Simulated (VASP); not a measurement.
Input of a VASP 6.6.1 run:

Contents of INCAR:

```
SYSTEM = Ti
PREC = Accurate
ENCUT = 520
EDIFF = 1E-6
ISMEAR = 0
SIGMA = 0.15
LREAL = .False.
LASPH = .True.
NELM = 100
ALGO = Fast
ISIF = 2
LWAVE = .False.
LCHARG = .False.
GGA = PS
NBANDS = 12
```

File KPOINTS:

```
regular mesh
0
Gamma
  26 26 26
  0 0 0
```

POSCAR

```
Ti
1.0
   -1.6051160629      1.7254997676      1.6051160629
    1.6051160629     -1.7254997676      1.6051160629
    1.6051160629      1.7254997676     -1.6051160629
Ti
1
Direct
    0.0000000000      0.0000000000      0.0000000000
```

Potentials or basis: VASP PAW PBE potentials, release 64 (Ti_sv).

Command:

```sh
$ cat potpaw_PBE.64/Ti_sv/POTCAR > POTCAR
$ mpirun -np 1 vasp_std > vasp.out
```

Estimate the pressure.

-7.3 GPa.

Predict the band gap on the k mesh.

zero (bands 6 and 7 overlap by 1.58 eV).

Stress tensor (GPa, compression positive):
```
-7.76  0.00  0.00
 0.00 -6.26  0.00
 0.00  0.00 -7.76
```

Caveat: the cell differs from its parent crystal (strain +0.0750 x Voigt [0, 1, 0, 0, 0, 0]); the cell stands under tension; the PAW data sets were made with another functional, which shifts forces and pressure a little.
